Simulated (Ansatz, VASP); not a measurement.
## One calculation of WS2, two programs

```xyz
9
Lattice="3.1830 0.0000 0.0000 -1.5915 2.7565 0.0000 0.0000 0.0000 28.5322" Properties=species:S:1:pos:R:3 pbc="T T T"
W     1.5915    0.9188   18.8109
W     0.0000    1.8377   25.2662
W     0.0000    1.8377   12.3933
S     1.5915    0.9188   26.8256
S     1.5915    0.9188   13.9531
S     0.0000    1.8377   20.3706
S     1.5915    0.9188   23.7059
S     1.5915    0.9188   10.8340
S     0.0000    1.8377   17.2513
```

Alike in both runs: task single point; functional r2SCAN; k mesh 12 × 12 × 1; occupations gaussian, width 0.02 eV; no spin polarisation.

|  | VASP | Ansatz |
| --- | --- | --- |
| version | VASP 6.6.1 | Ansatz 0.2.0 |
| potentials or method | VASP PAW PBE potentials, release 64 (W_sv, S), cutoff 520 eV | scalar-relativistic, plane waves, PAW |
| valence electrons in the cell | 78 | 78 |

|  | VASP | Ansatz | Ansatz less VASP |
| --- | --- | --- | --- |
| gap on the k mesh at the Fermi level (eV) | 1.45 | 1.43 | -0.020 |
| least direct gap on the mesh (eV) | 1.88 | 1.88 | -0.004 |
| rms of the force components (eV/Å) | 0.005 | 0.013 | +0.0087 |

VASP's potentials were made for PBE, not for r2SCAN. Atom by atom the forces differ by 0.010 eV/Å (rms over components). Ansatz's warnings: xc potential rough in thin density.

Neither program's run includes spin-orbit coupling.
